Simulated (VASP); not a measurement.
# SrO (P6_3/mmc) in VASP: further runs

The runs below take SrO through single point, relaxation of cell and atoms, with r2SCAN+rVV10.

Program: VASP 6.6.1. These are calculated values, not measurements. Logs are shortened: lines on timing, memory, paths and dates and some standing lists are left out, and cuts for length are marked.

### 1 The cell of the first run

Symmetry: P6_3/mmc, No. 194, hexagonal system. Conventional cell: a = 3.532 Å, b = 3.532 Å, c = 6.189 Å, α = 90.00°, β = 90.00°, γ = 120.00°. Within 3.8 Å of Sr (site symmetry -6m2) lie 6 O at 2.56 Å and 12 Sr at 3.53 to 3.71 Å. O (site symmetry -3m) has 6 Sr at 2.56 Å and 8 O at 3.09 to 3.53 Å within 3.6 Å.

### 2 Single point, r2SCAN+rVV10

POSCAR

```
SrO
1.0
    3.5316621676      0.0000000029      0.0000000000
   -1.7658310863      3.0585091533      0.0000000000
    0.0000000000      0.0000000000      6.1890870475
Sr O
2 2
Direct
    0.3333333333      0.6666666667      0.2500000000
    0.6666666667      0.3333333333      0.7500000000
    0.0000000000      0.0000000000      0.0000000000
    0.0000000000      0.0000000000      0.5000000000
```

INCAR.step1

```
SYSTEM = SrO
ALGO = Normal
EDIFF = 1E-4
ENCUT = 520
GGA = PE
ISMEAR = 0
LASPH = .TRUE.
LCHARG = .FALSE.
LREAL = .FALSE.
LWAVE = .TRUE.
NBANDS = 24
NELM = 100
PREC = Accurate
SIGMA = 0.02
```

INCAR.step2

```
SYSTEM = SrO
ALGO = Normal
BPARAM = 11.95
CPARAM = 0.0093
EDIFF = 1E-6
ENCUT = 520
ISIF = 2
ISMEAR = 0
ISTART = 1
IVDW_NL = 2
LASPH = .TRUE.
LCHARG = .FALSE.
LMIXTAU = .TRUE.
LREAL = .FALSE.
LUSE_VDW = .TRUE.
LWAVE = .FALSE.
METAGGA = R2SCAN
NBANDS = 24
NELM = 100
PREC = Accurate
SIGMA = 0.02
```

KPOINTS

```
k-points
0
G
  9 9 4
  0 0 0
```

Potentials or basis: VASP PAW PBE potentials, release 64 (Sr_sv, O).

Command:

```console
cat potpaw_PBE.64/Sr_sv/POTCAR potpaw_PBE.64/O/POTCAR > POTCAR
cp INCAR.step1 INCAR
mpirun -np 1 vasp_std > vasp.out
cp INCAR.step2 INCAR
mpirun -np 1 vasp_std > vasp.out
```

OUTCAR:

```text
SYSTEM = SrO
   BPARAM = 11.95
   EDIFF = 1E-6
   ENCUT = 520
   ISIF = 2
   ISMEAR = 0
   ISTART = 1
   IVDW_NL = 2
   LASPH = .TRUE.
   LREAL = .FALSE.
   METAGGA = R2SCAN
   NELM = 100
   PREC = Accurate

 ion  position               nearest neighbor table
   1  0.333  0.667  0.250-   3 2.56   4 2.56   3 2.56   4 2.56   3 2.56   4 2.56   2 3.71   2 3.71
                             2 3.71   2 3.71   2 3.71   2 3.71   2 5.12   2 5.12   2 5.12   2 5.12
   2  0.667  0.333  0.750-   3 2.56   4 2.56   3 2.56   4 2.56   3 2.56   4 2.56   1 3.71   1 3.71
                             1 3.71   1 3.71   1 3.71   1 3.71   1 5.12   1 5.12   1 5.12   1 5.12
   3  0.000  0.000  0.000-   1 2.56   2 2.56   2 2.56   1 2.56   2 2.56   1 2.56
   4  0.000  0.000  0.500-   1 2.56   2 2.56   2 2.56   1 2.56   2 2.56   1 2.56

  LATTYP: Found a hexagonal cell.
 ALAT       =     3.5316621676
 C/A-ratio  =     1.7524572719

  Lattice vectors:

 A1 = (   3.5316621676,   0.0000000029,   0.0000000000)
 A2 = (  -1.7658310863,   3.0585091533,   0.0000000000)
 A3 = (   0.0000000000,   0.0000000000,   6.1890870475)

Analysis of symmetry for initial positions (statically):
=====================================================================
 Subroutine PRICEL returns:
 Original cell was already a primitive cell.

 Routine SETGRP: Setting up the symmetry group for a
 hexagonal supercell.

 Subroutine GETGRP returns: Found 24 space group operations
 (whereof 12 operations were pure point group operations)
 out of a pool of 24 trial point group operations.

The static configuration has the point symmetry D_3d.
 The point group associated with its full space group is D_6h.

Analysis of symmetry for dynamics (positions and initial velocities):
=====================================================================
 Subroutine PRICEL returns:
 Original cell was already a primitive cell.

 Routine SETGRP: Setting up the symmetry group for a
 hexagonal supercell.

 Subroutine GETGRP returns: Found 24 space group operations
 (whereof 12 operations were pure point group operations)
 out of a pool of 24 trial point group operations.

The dynamic configuration has the point symmetry D_3d.
 The point group associated with its full space group is D_6h.

 Subroutine INISYM returns: Found 24 space group operations
 (whereof 12 operations are pure point group operations),
 and found     1 'primitive' translations

----------------------------------------------------------------------------------------

                                     Primitive cell

  volume of cell :      66.8522

  direct lattice vectors                    reciprocal lattice vectors
     3.531662168  0.000000003  0.000000000     0.283152791  0.163478340  0.000000000
    -1.765831086  3.058509153  0.000000000    -0.000000000  0.326956680  0.000000000
     0.000000000  0.000000000  6.189087048     0.000000000  0.000000000  0.161574719

  length of vectors
     3.531662168  3.531662168  6.189087048     0.326956680  0.326956680  0.161574719

  position of ions in fractional coordinates (direct lattice)
     0.333333333  0.666666667  0.250000000
     0.666666667  0.333333333  0.750000000
     0.000000000  0.000000000  0.000000000
     0.000000000  0.000000000  0.500000000

  ion indices of the primitive-cell ions
   primitive index   ion index
                 1           1
                 2           2
                 3           3
                 4           4

----------------------------------------------------------------------------------------

 KPOINTS: k-points

Automatic generation of k-mesh.
 Grid dimensions read from file:
 generate k-points for:    9    9    4

 Generating k-lattice:

  Cartesian coordinates                     Fractional coordinates (reciprocal lattice)
     0.031461421  0.018164260  0.000000000     0.111111111  0.000000000  0.000000000
    -0.000000000  0.036328520  0.000000000     0.000000000  0.111111111  0.000000000
     0.000000000  0.000000000  0.040393680     0.000000000  0.000000000  0.250000000

  Length of vectors
     0.036328520  0.036328520  0.040393680

  Shift w.r.t. Gamma in fractional coordinates (k-lattice)
     0.000000000  0.000000000  0.000000000

 Subroutine IBZKPT returns following result:
 ===========================================

 Found     36 irreducible k-points:

 Following reciprocal coordinates:
            Coordinates               Weight
  0.000000  0.000000  0.000000      1.000000
  0.111111 -0.000000  0.000000      6.000000
  0.222222  0.000000  0.000000      6.000000
  0.333333  0.000000  0.000000      6.000000
  0.444444  0.000000  0.000000      6.000000
  0.111111  0.111111  0.000000      6.000000
[... 16 lines left out ...]
  0.333333  0.222222  0.250000     24.000000
  0.333333  0.333333  0.250000      4.000000
 [... further k-points ...]
   k-points           NKPTS =     36   k-points in BZ     NKDIM =     36   number of bands    NBANDS=     24
   number of dos      NEDOS =    301   number of ions     NIONS =      4
   total plane-waves  NPLWV =  37632
   dimension x,y,z NGX =    28 NGY =   28 NGZ =   48
   dimension x,y,z NGXF=    56 NGYF=   56 NGZF=   96
   ions per type =               2   2
   NGX,Y,Z   is equivalent  to a cutoff of  13.18, 13.18, 12.89 a.u.
   NGXF,Y,Z  is equivalent  to a cutoff of  26.36, 26.36, 25.79 a.u.
 SYSTEM =  SrO
   PREC   = accura    normal or accurate (medium, high low for compatibility)
   ISTART =      1    job   : 0-new  1-cont  2-samecut
   ICHARG =      0    charge: 1-file 2-atom 10-const
   ISPIN  =      1    spin polarized calculation?
   LNONCOLLINEAR =      F non collinear calculations
   LSORBIT =      F    spin-orbit coupling
   LASPH  =      T    aspherical Exc in radial PAW
   ENCUT  =  520.0 eV  38.22 Ry    6.18 a.u.   6.57  6.57 11.51*2*pi/ulx,y,z
   NELM   =    100;   NELMIN=  2; NELMDL=  0     # of ELM steps
   EDIFF  = 0.1E-05   stopping-criterion for ELM
   LREAL  =      F    real-space projection
   EDIFFG = 0.1E-04   stopping-criterion for IOM
   NSW    =      0    number of steps for IOM
   IBRION =     -1    ionic relax: 0-MD 1-quasi-New 2-CG
   NFREE  =      0    steps in history (QN), initial steepest desc. (CG)
   ISIF   =      2    stress and relaxation
   ISYM   =      2    0-nonsym 1-usesym 2-fastsym
   POTIM  = 0.5000    time-step for ionic-motion
   TEBEG  =    0.0;   TEEND  =   0.0 temperature during run
   PSTRESS=    0.0 pullay stress
   NELECT =      32.0000    total number of electrons
   NUPDOWN=      -1.0000    fix difference up-down
   EMIN   =  10.00;   EMAX   =-10.00  energy-range for DOS
   EFERMI =   0.00;   METHOD = LEGACY
   ISMEAR =     0;   SIGMA  =   0.02  broadening in eV -4-tet -1-fermi 0-gaus
   EFERMI_NEDOS =   21; number of points for ismear=-14 and -15
   IALGO  =     38    algorithm
   IMIX   =      4    mixing-type and parameters
     AMIX     =   0.40;   BMIX     =  1.00
     AMIX_MAG =   1.60;   BMIX_MAG =  1.00
  volume/ion in A,a.u.               =      16.71       112.79
  Fermi-wavevector in a.u.,A,eV,Ry     =   1.280618  2.420017 22.313321  1.639983
  Thomas-Fermi vector in A             =   2.413036
   LORBIT       =      0    0 simple, 1 ext, 2 COOP (PROOUT), +10 PAW based schemes
   METAGGA = R2SCAN    functional components
   LHFCALC =     F    Hartree Fock is set to
   AEXX    =    0.0000 exact exchange contribution
   IVDW_NL    =     2    kernel type
   BPARAM     =11.9500
   IVDW    =     0    specifies the selected vdW correction
   LEPSILON=     F    determine dielectric tensor
   LRPA    =     F    only Hartree local field effects (RPA)
 non-spin polarized calculation
 Gauss-broadening in eV      SIGMA  =   0.02
  energy-cutoff  :      520.00
  volume of cell :       66.85
 maximum number of plane-waves:      1829
 NGX is ok and might be reduce to    28
   NGX = 13   NGY = 13   NGZ = 23

 number of electron      32.0000016 magnetization

 Free energy of the ion-electron system (eV)
  ---------------------------------------------------
  ext. energy  EPLUGINS =         0.00000000
  ---------------------------------------------------
  free energy    TOTEN  =       -52.95412859 eV

  energy without entropy =      -52.95412859  energy(sigma->0) =      -52.95412859

 E-fermi :   2.1609     XC(G=0): -10.7225

 val. band max:        1.9730721710   @ k =   0.0000   0.0000   0.0000
 cond. band min:       5.4519979947   @ k =   0.4444   0.0000   0.0000
 fundamental gap:      3.4789258237
 Fermi energy:         2.1608596761

 k-point     1 :       0.0000    0.0000    0.0000
  band No.  band energies     occupation
      1     -32.0355      2.00000
      2     -31.9174      2.00000
      3     -15.9638      2.00000
      4     -14.5592      2.00000
      5     -13.0770      2.00000
      6     -13.0770      2.00000
[... 16 lines left out ...]
     23      10.0370      0.00000
     24      10.8996      0.00000

 k-point     2 :       0.1111   -0.0000    0.0000
  band No.  band energies     occupation
      1     -32.0180      2.00000
      2     -31.9067      2.00000
      3     -15.8656      2.00000
      4     -14.7774      2.00000
      5     -13.1973      2.00000
      6     -13.1244      2.00000
[... 16 lines left out ...]
     23      10.2555      0.00000
     24      10.5896      0.00000

 k-point     3 :       0.2222    0.0000    0.0000
  band No.  band energies     occupation
      1     -31.9724      2.00000
      2     -31.8804      2.00000
      3     -15.5831      2.00000
      4     -15.2122      2.00000
      5     -13.4770      2.00000
      6     -13.2217      2.00000
[... 16 lines left out ...]
     23      10.6593      0.00000
     24      10.8172      0.00000
[... 514 lines left out ...]
 k-point    23 :       0.3333    0.2222    0.2500
  band No.  band energies     occupation
      1     -31.8540      2.00000
      2     -31.8372      2.00000
      3     -15.7349      2.00000
      4     -14.9151      2.00000
      5     -13.6956      2.00000
      6     -13.6512      2.00000
[... 16 lines left out ...]
     23      12.0076      0.00000
     24      12.4071      0.00000

 k-point    24 :       0.3333    0.3333    0.2500
  band No.  band energies     occupation
      1     -31.8383      2.00000
      2     -31.8383      2.00000
      3     -15.7460      2.00000
      4     -14.8143      2.00000
      5     -13.7950      2.00000
      6     -13.7950      2.00000
[... 16 lines left out ...]
     23      12.4053      0.00000
     24      12.4053      0.00000

 [... further k-points ...]

------------------------ aborting loop because EDIFF is reached ----------------------------------------

  FORCE on cell =-STRESS in cart. coord.  units (eV):
  Direction    XX          YY          ZZ          XY          YZ          ZX
  --------------------------------------------------------------------------------------
  -------------------------------------------------------------------------------------
  Total        0.2873016      0.2873016      0.2878680      0.0000000     -0.0000000      0.0000000
  in kB        6.8854625      6.8854625      6.8990356      0.0000000     -0.0000000      0.0000000
  external PRESSURE =       6.8899869 kB  Pullay stress =       0.0000000 kB

 VOLUME and BASIS-vectors are now :
 -----------------------------------------------------------------------------
  energy-cutoff  :      520.00
  volume of cell :       66.85
      direct lattice vectors                 reciprocal lattice vectors
     3.531662168  0.000000003  0.000000000     0.283152791  0.163478340  0.000000000
    -1.765831086  3.058509153  0.000000000    -0.000000000  0.326956680  0.000000000
     0.000000000  0.000000000  6.189087048     0.000000000  0.000000000  0.161574719

 POSITION                                       TOTAL-FORCE (eV/Angst)
 -----------------------------------------------------------------------------------
     -0.00000      2.03901      1.54727         0.000000      0.000000      0.000000
      1.76583      1.01950      4.64182        -0.000000     -0.000000      0.000000
      0.00000      0.00000      0.00000         0.000000      0.000000      0.000000
      0.00000      0.00000      3.09454         0.000000      0.000000      0.000000
 -----------------------------------------------------------------------------------
    total drift:                                0.000000     -0.000000      0.000000

  FREE ENERGIE OF THE ION-ELECTRON SYSTEM (eV)
  ---------------------------------------------------
  free  energy   TOTEN  =       -52.9541285943 eV

  energy  without entropy=      -52.9541285943  energy(sigma->0) =      -52.95412859
```

It took 6.5 min on 1 thread of Intel Xeon Platinum 8259CL at 2.50GHz (Skylake/Cascade Lake), shared host; peak memory 0.37 GiB.

What came out:

```
Free energy            : -52.9541 eV
Pressure               : 0.7 GPa
Band gap on the k mesh : 3.48 eV (least direct gap 3.69 eV)
```

Caveat: the PAW data sets were made with another functional, which shifts forces and pressure a little. A k mesh can miss the band edges.

### 3 Relaxation of cell and atoms, r2SCAN+rVV10

This run uses another cell than the first one, of 17.00 Å³/atom.

POSCAR

```
SrO
1.0
    3.5532880900      0.0000000000      0.0000000000
   -1.7766440500      3.0772377500      0.0000000000
    0.0000000000      0.0000000000      6.2173039800
Sr O
2 2
Direct
    0.3333333300      0.6666666700      0.2500000000
    0.6666666700      0.3333333300      0.7500000000
    0.0000000000      0.0000000000      0.0000000000
    0.0000000000      0.0000000000      0.5000000000
```

INCAR.step1

```
  PREC = Accurate
  ENCUT = 600
  ISMEAR = 0
  SIGMA = 0.02
  LREAL = False
  LASPH = True
  NELM = 100
  GGA = PE
  ALGO = Normal
  EDIFF = 1E-4
  LWAVE = True
  LCHARG = False
```

INCAR.step2

```
  PREC = Accurate
  ENCUT = 600
  EDIFF = 1E-6
  ISMEAR = 0
  SIGMA = 0.02
  LREAL = False
  LASPH = True
  NELM = 100
  ALGO = Normal
  ISIF = 3
  LWAVE = False
  LCHARG = False
  METAGGA = R2SCAN
  LMIXTAU = True
  LUSE_VDW = True
  IVDW_NL = 2
  BPARAM = 11.95
  CPARAM = 0.0093
  IBRION = 2
  NSW = 100
  EDIFFG = -0.002
  ISTART = 1
```

KPOINTS

```
Automatic mesh
0
Gamma
  9 9 4
```

Potentials or basis: VASP PAW PBE potentials, release 64 (Sr_sv, O).

Command:

```console
cat potpaw_PBE.64/Sr_sv/POTCAR potpaw_PBE.64/O/POTCAR > POTCAR
cp INCAR.step1 INCAR
mpirun -np 1 vasp_std > vasp.out
cp INCAR.step2 INCAR
mpirun -np 1 vasp_std > vasp.out
```

It took 39 min on 1 thread of Intel Xeon Platinum 8259CL at 2.50GHz (Skylake/Cascade Lake), shared host; peak memory 0.4 GiB.

Results (log left out):

```
Free energy                           : -52.9614 eV
Relaxed volume                        : 16.82 Å³/atom
Relaxed cell                          : a = 3.539 Å, b = 3.539 Å, c = 6.200 Å, α = 90.00°, β = 90.00°, γ = 120.00°
Space group after relaxing (to 0.1 Å) : P6_3/mmc (No. 194)
Energy gained by relaxing             : 0.5 meV/atom
Ionic steps                           : 16
Pressure after relaxing               : 0.0 GPa
Band gap on the k mesh                : 3.48 eV (least direct gap 3.66 eV)
```

The path:
| step | energy change (eV) | largest force (eV/Å) | pressure (GPa) | volume (Å³) |
| --- | --- | --- | --- | --- |
| 1 | 0.0000 | 0.0000 | -0.93 | 67.98 |
| 2 | -0.0017 | 0.0000 | 0.38 | 67.02 |
| 3 | -0.0021 | 0.0000 | 0.01 | 67.28 |
| 4 | -0.0021 | 0.0000 | -0.01 | 67.30 |
| 5 | -0.0021 | 0.0000 | -0.02 | 67.29 |
| 6 | -0.0021 | 0.0000 | -0.02 | 67.29 |
| 7 | -0.0021 | 0.0000 | -0.02 | 67.29 |
| 8 | -0.0021 | 0.0000 | 0.01 | 67.27 |
| 9 | -0.0021 | 0.0000 | 0.00 | 67.28 |
| 10 | -0.0021 | 0.0000 | 0.01 | 67.28 |
| 11 | -0.0021 | 0.0000 | -0.01 | 67.28 |
| 12 | -0.0021 | 0.0000 | -0.02 | 67.28 |
| 13 | -0.0021 | 0.0000 | -0.02 | 67.28 |
| 14 | -0.0021 | 0.0000 | -0.01 | 67.28 |
| 15 | -0.0021 | 0.0000 | -0.01 | 67.28 |
| 16 | -0.0021 | 0.0000 | 0.01 | 67.27 |

Final structure:
```cif
data_structure
_symmetry_space_group_name_H-M 'P 1'
_symmetry_Int_Tables_number 1
_cell_length_a 3.5395
_cell_length_b 3.5395
_cell_length_c 6.2001
_cell_angle_alpha 90.000
_cell_angle_beta 90.000
_cell_angle_gamma 120.000
_cell_volume 67.27
loop_
_atom_site_label
_atom_site_type_symbol
_atom_site_fract_x
_atom_site_fract_y
_atom_site_fract_z
_atom_site_occupancy
Sr1 Sr 0.33333 0.66667 0.25000 1
Sr2 Sr 0.66667 0.33333 0.75000 1
O1 O 0.00000 0.00000 0.00000 1
O2 O 0.00000 0.00000 0.50000 1
```

Levels at points of the mesh, in eV from the valence-band top:
```tsv
k point	band 14	band 15	band 16	band 17	band 18	band 19
(0.00, 0.00, 0.00)	-0.80	-0.80	0.00	3.66	5.42	5.66
(0.00, 0.00, 0.50)	-0.95	-0.95	-0.95	5.16	5.16	6.56
```

Caveat: the PAW data sets were made with another functional, which shifts forces and pressure a little.

### 4 Single point, r2SCAN+rVV10

This run uses another cell than the first one, of 17.00 Å³/atom.

POSCAR is that of step 3.

INCAR.step1

```
SYSTEM = SrO
PREC = Accurate
ENCUT = 520
ISMEAR = 0
SIGMA = 0.1
LREAL = .FALSE.
LASPH = .TRUE.
NELM = 100
NBANDS = 24
GGA = PE
ALGO = Normal
EDIFF = 1E-4
LWAVE = .TRUE.
LCHARG = .FALSE.
```

INCAR.step2

```
SYSTEM = SrO
PREC = Accurate
ENCUT = 520
EDIFF = 1E-6
ISMEAR = 0
SIGMA = 0.1
LREAL = .FALSE.
LASPH = .TRUE.
NELM = 100
ALGO = Normal
ISIF = 2
LWAVE = .FALSE.
LCHARG = .TRUE.
METAGGA = R2SCAN
LMIXTAU = .TRUE.
LUSE_VDW = .TRUE.
IVDW_NL = 2
BPARAM = 11.95
CPARAM = 0.0093
LELF = .TRUE.
LVHAR = .TRUE.
NBANDS = 24
ISTART = 1
```

KPOINTS

```
Automatic mesh
0
G
  6 6 4
  0 0 0
```

Command:

```console
cat potpaw_PBE.64/Sr_sv/POTCAR potpaw_PBE.64/O/POTCAR > POTCAR
cp INCAR.step1 INCAR
mpirun -np 1 vasp_std > vasp.out
cp INCAR.step2 INCAR
mpirun -np 1 vasp_std > vasp.out
```

Run time: 4.2 min. Hardware: 1 thread of Intel Xeon Platinum 8259CL at 2.50GHz (Skylake/Cascade Lake), shared host; peak memory 0.36 GiB.

It converged, with:

```yaml
Free_energy: -52.9544 eV
Pressure: -0.9 GPa
Band_gap_on_the_k_mesh: 3.44 eV (least direct gap 3.59 eV)
```

Levels at points of the mesh, in eV from the valence-band top:
```csv
k point,band 13,band 14,band 15,band 16,band 17,band 18,band 19,band 20
"(0.00, 0.00, 0.00)",-1.04,-0.79,-0.79,0.00,3.59,5.39,5.65,6.72
"(0.50, 0.00, 0.00)",-1.45,-1.37,-0.55,-0.25,3.44,6.10,6.51,8.77
"(0.00, 0.00, 0.50)",-0.94,-0.94,-0.94,-0.94,5.10,5.10,6.51,6.51
"(0.50, 0.00, 0.50)",-1.25,-1.25,-1.00,-1.00,4.69,4.69,7.26,7.26
```

Caveat: the PAW data sets were made with another functional, which shifts forces and pressure a little.

### 5 Overview

```csv
task,cell,k mesh,cutoff (eV),smearing,gap on the mesh (eV),pressure (GPa)
single point,"a = 3.532, b = 3.532, c = 6.189 Å, angles 90.0, 90.0, 120.0°, 4 atoms",9 × 9 × 4,520,gaussian 0.02 eV,3.48,0.7
relaxation of cell and atoms,"relaxed from a = 3.553, b = 3.553, c = 6.217 Å, angles 90.0, 90.0, 120.0°, 4 atoms",9 × 9 × 4,600,gaussian 0.02 eV,3.48,0.0
single point,"a = 3.553, b = 3.553, c = 6.217 Å, angles 90.0, 90.0, 120.0°, 4 atoms",6 × 6 × 4,520,gaussian 0.1 eV,3.44,-0.9
```

Alike in all rows: level r2SCAN+rVV10; potentials or basis VASP PAW PBE potentials, release 64 (Sr_sv, O); no spin polarisation.

Caveats: the PAW data sets were made with another functional, which shifts forces and pressure a little.

Total energies depend on the potentials used, so only differences within one code and one set of settings carry meaning.
